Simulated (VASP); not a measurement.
# ZnO (P6_3mc) in VASP: notebook

ZnO is run at these levels: PBEsol, revPBE+D3(BJ); tasks: single point.

Program: VASP 6.6.1. These are calculated values, not measurements. Logs are shortened: lines on timing, memory, paths and dates and some standing lists are left out, and cuts for length are marked.

**Experimental background.**

From “Electronic structure of alkaline earth and post-transition metal oxides”, 2009, arxiv:0908.1581, for a bulk crystal of ZnO: band gap 3.37 eV.

How close the calculation comes is told below.

### 1 The cell of the first run

It takes space group P6_3mc (No. 186, hexagonal). The conventional cell has a = 3.242 Å, b = 3.242 Å, c = 5.228 Å, α = 90.00°, β = 90.00°, γ = 120.00°. Zn (site symmetry 3m) has 4 O at 1.98 Å within 2.6 Å. O (site symmetry 3m) has 4 Zn at 1.98 Å within 2.6 Å.

### 2 Single point, PBEsol

INCAR reads:

```
  PREC = Accurate
  ENCUT = 520
  EDIFF = 1E-7
  ISMEAR = 0
  SIGMA = 0.05
  LREAL = F
  LASPH = T
  NELM = 100
  ALGO = Normal
  ISIF = 2
  LWAVE = F
  LCHARG = T
  GGA = PS
  LELF = T
  LVHAR = T
  NBANDS = 26
```

KPOINTS reads:

```
regular mesh
0
Gamma
  8 8 6
```

POSCAR reads:

```
ZnO
1.0
    3.2419811861      0.0000000000      0.0000000000
   -1.6209905930      2.8076380657      0.0000000000
    0.0000000000      0.0000000000      5.2276401393
Zn O
2 2
Direct
    0.3333333333      0.6666666667      0.0014489168
    0.6666666667      0.3333333333      0.5014489168
    0.3333333333      0.6666666667      0.3806510832
    0.6666666667      0.3333333333      0.8806510832
```

Potentials or basis: VASP PAW PBE potentials, release 64 (Zn, O).

Launch:

```console
> cat potpaw_PBE.64/Zn/POTCAR potpaw_PBE.64/O/POTCAR > POTCAR
> mpirun -np 1 vasp_std > vasp.out
```

OUTCAR:

```text
PREC = Accurate
   ENCUT = 520
   EDIFF = 1E-7
   ISMEAR = 0
   LREAL = F
   LASPH = T
   NELM = 100
   ISIF = 2
   GGA = PS

 ion  position               nearest neighbor table
   1  0.333  0.667  0.001-   4 1.98   4 1.98   4 1.98   3 1.98
   2  0.667  0.333  0.501-   3 1.98   3 1.98   3 1.98   4 1.98
   3  0.333  0.667  0.381-   2 1.98   2 1.98   2 1.98   1 1.98
   4  0.667  0.333  0.881-   1 1.98   1 1.98   1 1.98   2 1.98

  LATTYP: Found a hexagonal cell.
 ALAT       =     3.2419811861
 C/A-ratio  =     1.6124831821

  Lattice vectors:

 A1 = (   3.2419811861,   0.0000000000,   0.0000000000)
 A2 = (  -1.6209905930,   2.8076380657,   0.0000000000)
 A3 = (   0.0000000000,   0.0000000000,   5.2276401393)

Analysis of symmetry for initial positions (statically):
=====================================================================
 Subroutine PRICEL returns:
 Original cell was already a primitive cell.

 Routine SETGRP: Setting up the symmetry group for a
 hexagonal supercell.

 Subroutine GETGRP returns: Found 12 space group operations
 (whereof  6 operations were pure point group operations)
 out of a pool of 24 trial point group operations.

The static configuration has the point symmetry C_3v.
 The point group associated with its full space group is C_6v.

Analysis of symmetry for dynamics (positions and initial velocities):
=====================================================================
 Subroutine PRICEL returns:
 Original cell was already a primitive cell.

 Routine SETGRP: Setting up the symmetry group for a
 hexagonal supercell.

 Subroutine GETGRP returns: Found 12 space group operations
 (whereof  6 operations were pure point group operations)
 out of a pool of 24 trial point group operations.

The dynamic configuration has the point symmetry C_3v.
 The point group associated with its full space group is C_6v.

 Subroutine INISYM returns: Found 12 space group operations
 (whereof  6 operations are pure point group operations),
 and found     1 'primitive' translations

----------------------------------------------------------------------------------------

                                     Primitive cell

  volume of cell :      47.5836

  direct lattice vectors                    reciprocal lattice vectors
     3.241981186  0.000000000  0.000000000     0.308453363  0.178085632  0.000000000
    -1.620990593  2.807638066  0.000000000     0.000000000  0.356171264  0.000000000
     0.000000000  0.000000000  5.227640139     0.000000000  0.000000000  0.191290902

  length of vectors
     3.241981186  3.241981186  5.227640139     0.356171264  0.356171264  0.191290902

  position of ions in fractional coordinates (direct lattice)
     0.333333333  0.666666667  0.001448917
     0.666666667  0.333333333  0.501448917
     0.333333333  0.666666667  0.380651083
     0.666666667  0.333333333  0.880651083

  ion indices of the primitive-cell ions
   primitive index   ion index
                 1           1
                 2           2
                 3           3
                 4           4

----------------------------------------------------------------------------------------

 KPOINTS: regular mesh

Automatic generation of k-mesh.
 Grid dimensions read from file:
 generate k-points for:    8    8    6

 Generating k-lattice:

  Cartesian coordinates                     Fractional coordinates (reciprocal lattice)
     0.038556670  0.022260704  0.000000000     0.125000000  0.000000000  0.000000000
     0.000000000  0.044521408  0.000000000     0.000000000  0.125000000  0.000000000
     0.000000000  0.000000000  0.031881817     0.000000000  0.000000000  0.166666667

  Length of vectors
     0.044521408  0.044521408  0.031881817

  Shift w.r.t. Gamma in fractional coordinates (k-lattice)
     0.000000000  0.000000000  0.000000000

 Subroutine IBZKPT returns following result:
 ===========================================

 Found     40 irreducible k-points:

 Following reciprocal coordinates:
            Coordinates               Weight
  0.000000  0.000000  0.000000      1.000000
  0.125000 -0.000000  0.000000      6.000000
  0.250000 -0.000000  0.000000      6.000000
  0.375000  0.000000  0.000000      6.000000
  0.500000 -0.000000  0.000000      3.000000
  0.125000  0.125000  0.000000      6.000000
[... 16 lines left out ...]
  0.250000 -0.000000  0.333333     12.000000
  0.375000  0.000000  0.333333     12.000000
 [... further k-points ...]
   k-points           NKPTS =     40   k-points in BZ     NKDIM =     40   number of bands    NBANDS=     26
   number of dos      NEDOS =    301   number of ions     NIONS =      4
   total plane-waves  NPLWV =  23040
   dimension x,y,z NGX =    24 NGY =   24 NGZ =   40
   dimension x,y,z NGXF=    48 NGYF=   48 NGZF=   80
   ions per type =               2   2
   NGX,Y,Z   is equivalent  to a cutoff of  12.31, 12.31, 12.72 a.u.
   NGXF,Y,Z  is equivalent  to a cutoff of  24.61, 24.61, 25.44 a.u.
 SYSTEM =  unknown system
   PREC   = accura    normal or accurate (medium, high low for compatibility)
   ISTART =      0    job   : 0-new  1-cont  2-samecut
   ICHARG =      2    charge: 1-file 2-atom 10-const
   ISPIN  =      1    spin polarized calculation?
   LNONCOLLINEAR =      F non collinear calculations
   LSORBIT =      F    spin-orbit coupling
   LASPH  =      T    aspherical Exc in radial PAW
   ENCUT  =  520.0 eV  38.22 Ry    6.18 a.u.   6.03  6.03  9.72*2*pi/ulx,y,z
   NELM   =    100;   NELMIN=  2; NELMDL= -5     # of ELM steps
   EDIFF  = 0.1E-06   stopping-criterion for ELM
   LREAL  =      F    real-space projection
   EDIFFG = 0.1E-05   stopping-criterion for IOM
   NSW    =      0    number of steps for IOM
   IBRION =     -1    ionic relax: 0-MD 1-quasi-New 2-CG
   NFREE  =      0    steps in history (QN), initial steepest desc. (CG)
   ISIF   =      2    stress and relaxation
   ISYM   =      2    0-nonsym 1-usesym 2-fastsym
   POTIM  = 0.5000    time-step for ionic-motion
   TEBEG  =    0.0;   TEEND  =   0.0 temperature during run
   PSTRESS=    0.0 pullay stress
   NELECT =      36.0000    total number of electrons
   NUPDOWN=      -1.0000    fix difference up-down
   EMIN   =  10.00;   EMAX   =-10.00  energy-range for DOS
   EFERMI =   0.00;   METHOD = LEGACY
   ISMEAR =     0;   SIGMA  =   0.05  broadening in eV -4-tet -1-fermi 0-gaus
   EFERMI_NEDOS =   21; number of points for ismear=-14 and -15
   IALGO  =     38    algorithm
   IMIX   =      4    mixing-type and parameters
     AMIX     =   0.40;   BMIX     =  1.00
     AMIX_MAG =   1.60;   BMIX_MAG =  1.00
  volume/ion in A,a.u.               =      11.90        80.28
  Fermi-wavevector in a.u.,A,eV,Ry     =   1.491729  2.818959 30.276433  2.225255
  Thomas-Fermi vector in A             =   2.604347
   LORBIT       =      0    0 simple, 1 ext, 2 COOP (PROOUT), +10 PAW based schemes
   GGA     = PS    functional components
   LHFCALC =     F    Hartree Fock is set to
   AEXX    =    0.0000 exact exchange contribution
   IVDW    =     0    specifies the selected vdW correction
   LEPSILON=     F    determine dielectric tensor
   LRPA    =     F    only Hartree local field effects (RPA)
 non-spin polarized calculation
 Gauss-broadening in eV      SIGMA  =   0.05
  energy-cutoff  :      520.00
  volume of cell :       47.58
 maximum number of plane-waves:      1300
   NGX = 13   NGY = 13   NGZ = 19

 number of electron      36.0000028 magnetization

 Free energy of the ion-electron system (eV)
  ---------------------------------------------------
  ext. energy  EPLUGINS =         0.00000000
  ---------------------------------------------------
  free energy    TOTEN  =       -19.41150903 eV

  energy without entropy =      -19.41150903  energy(sigma->0) =      -19.41150903

 E-fermi :   1.3593     XC(G=0): -11.1875

 val. band max:        1.0557537255   @ k =   0.0000   0.0000   0.0000
 cond. band min:       1.7329545872   @ k =   0.0000   0.0000   0.0000
 fundamental gap:      0.6772008618
 Fermi energy:         1.3592765788

 k-point     1 :       0.0000    0.0000    0.0000
  band No.  band energies     occupation
      1     -16.9918      2.00000
      2     -16.2503      2.00000
      3      -4.6710      2.00000
      4      -4.6629      2.00000
      5      -4.6629      2.00000
      6      -4.6172      2.00000
[... 18 lines left out ...]
     25      15.1011      0.00000
     26      15.1012      0.00000

 k-point     2 :       0.1250   -0.0000    0.0000
  band No.  band energies     occupation
      1     -16.9049      2.00000
      2     -16.2120      2.00000
      3      -4.7664      2.00000
      4      -4.6141      2.00000
      5      -4.5700      2.00000
      6      -4.5496      2.00000
[... 18 lines left out ...]
     25      15.1002      0.00000
     26      15.2686      0.00000

 k-point     3 :       0.2500   -0.0000    0.0000
  band No.  band energies     occupation
      1     -16.6800      2.00000
      2     -16.1259      2.00000
      3      -4.9420      2.00000
      4      -4.5871      2.00000
      5      -4.5081      2.00000
      6      -4.3956      2.00000
[... 18 lines left out ...]
     25      14.3035      0.00000
     26      15.1413      0.00000

 k-point     4 :       0.3750    0.0000    0.0000
  band No.  band energies     occupation
      1     -16.4202      2.00000
      2     -16.0632      2.00000
      3      -4.9931      2.00000
      4      -4.6614      2.00000
      5      -4.4290      2.00000
      6      -4.1866      2.00000
[... 18 lines left out ...]
     25      14.2752      0.00000
     26      15.0775      0.00000
[... 496 lines left out ...]
      1     -16.7375      2.00000
      2     -16.3910      2.00000
      3      -4.9099      2.00000
      4      -4.8736      2.00000
      5      -4.5790      2.00000
      6      -4.5749      2.00000
[... 18 lines left out ...]
     25      14.0475      0.00000
     26      14.6142      0.00000

 k-point    23 :       0.2500   -0.0000    0.3333
  band No.  band energies     occupation
      1     -16.5423      2.00000
      2     -16.2649      2.00000
      3      -5.0402      2.00000
      4      -4.9280      2.00000
      5      -4.4515      2.00000
      6      -4.4340      2.00000
[... 18 lines left out ...]
     25      14.3449      0.00000
     26      14.7363      0.00000

 k-point    24 :       0.3750    0.0000    0.3333
  band No.  band energies     occupation
      1     -16.3265      2.00000
      2     -16.1475      2.00000
      3      -5.1034      2.00000
      4      -4.9789      2.00000
      5      -4.3381      2.00000
      6      -4.2456      2.00000
[... 18 lines left out ...]
     25      14.4250      0.00000
     26      14.8297      0.00000

 [... further k-points ...]
[... 5 lines left out ...]
  --------------------------------------------------------------------------------------
  -------------------------------------------------------------------------------------
  Total       -0.1487637     -0.1487637     -0.1046843     -0.0000000     -0.0000000      0.0000000
  in kB       -5.0089925     -5.0089925     -3.5248033     -0.0000000     -0.0000000      0.0000000
  external PRESSURE =      -4.5142628 kB  Pullay stress =       0.0000000 kB

 VOLUME and BASIS-vectors are now :
 -----------------------------------------------------------------------------
  energy-cutoff  :      520.00
  volume of cell :       47.58
      direct lattice vectors                 reciprocal lattice vectors
     3.241981186  0.000000000  0.000000000     0.308453363  0.178085632  0.000000000
    -1.620990593  2.807638066  0.000000000     0.000000000  0.356171264  0.000000000
     0.000000000  0.000000000  5.227640139     0.000000000  0.000000000  0.191290902

 POSITION                                       TOTAL-FORCE (eV/Angst)
 -----------------------------------------------------------------------------------
     -0.00000      1.87176      0.00757         0.000000     -0.000000      0.000036
      1.62099      0.93588      2.62139        -0.000000      0.000000      0.000036
     -0.00000      1.87176      1.98991         0.000000      0.000000     -0.000036
      1.62099      0.93588      4.60373        -0.000000     -0.000000     -0.000036
 -----------------------------------------------------------------------------------
    total drift:                               -0.000001     -0.000001      0.001404

  FREE ENERGIE OF THE ION-ELECTRON SYSTEM (eV)
  ---------------------------------------------------
  free  energy   TOTEN  =       -19.4115090310 eV

  energy  without entropy=      -19.4115090310  energy(sigma->0) =      -19.41150903
```

It took 40 s on 1 thread of Intel Xeon Platinum 8259CL at 2.50GHz (Skylake/Cascade Lake), shared host; peak memory 0.18 GiB.

Results:

```yaml
Free_energy: -19.4115 eV
Pressure: -0.5 GPa
Band_gap_on_the_k_mesh: 0.68 eV, direct
```

Levels at points of the mesh, in eV from the valence-band top:
```csv
k point,band 16,band 17,band 18,band 19,band 20,band 21
"(0.00, 0.00, 0.00)",-0.09,0.00,0.00,0.68,5.11,8.08
"(0.50, 0.00, 0.00)",-2.29,-1.31,-0.85,5.69,6.71,7.43
"(0.00, 0.00, 0.50)",-0.40,-0.40,-0.40,3.36,3.36,9.93
"(0.50, 0.00, 0.50)",-1.52,-1.39,-1.39,5.56,5.56,8.35
```

Caveat: the PAW data sets were made with another functional, which shifts forces and pressure a little.

(Continued in part 2 of 2.)
